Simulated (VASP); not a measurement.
Write the native input for VASP 6.6.1 that does the following.

| Property | Result |
| --- | --- |
| Task | single point |
| Functional | LDA |
| Potentials or basis | VASP PAW LDA potentials, release 64 (Ta_sv_GW, N_h) |
| Cutoff | 1330 eV |
| k mesh | 5 × 5 × 8 |
| Occupations | gaussian, width 0.1 eV |
| Spin | no spin polarisation |
| Dipole correction | no |
| Further INCAR settings | ALGO = Normal; EDIFF = 1e-06; NBANDS = 36 |

The structure of TaN lies in POSCAR:

```
TaN
1.0
    5.1960000000      0.0000000000      0.0000000000
   -2.5980000000      4.4998679981      0.0000000000
    0.0000000000      0.0000000000      2.9110000000
Ta N
3 3
Direct
    0.3333333333      0.6666666667      0.5000000000
    0.6666666667      0.3333333333      0.5000000000
    0.0000000000      0.0000000000      0.0000000000
    0.3928500000      0.0000000000      0.0000000000
    0.6071500000      0.6071500000      0.0000000000
    0.0000000000      0.3928500000      0.0000000000
```

These files were run (other wordings do the same):

INCAR

```
PREC = Accurate
ENCUT = 1330
EDIFF = 1E-6
ISMEAR = 0
SIGMA = 0.1
LREAL = F
LASPH = T
NELM = 120
ALGO = Normal
ISIF = 2
LWAVE = F
LCHARG = F
NBANDS = 36
GGA_COMPAT = F
```

KPOINTS

```
Automatic mesh
0
Gamma
  5 5 8
```

Potentials or basis: VASP PAW LDA potentials, release 64 (Ta_sv_GW, N_h).

Command:

```console
$ cat potpaw_LDA.64/Ta_sv_GW/POTCAR potpaw_LDA.64/N_h/POTCAR > POTCAR
$ mpirun -np 1 vasp_std > vasp.out
```

Results of the run:

| Property | Result |
| --- | --- |
| Pressure | -8.9 GPa |
| Largest force | 0.067 eV/Å |
| Band gap on the k mesh | zero (bands 27 and 28 overlap by 3.08 eV) |

Caveat: the cell stands under tension; spin-orbit coupling is left out, which moves the levels of the heavy elements.

Wall time 3.7 min on 1 thread of Intel(R) Xeon(R) 6975P-C (Granite Rapids) (shared host), peak memory 0.43 GiB.
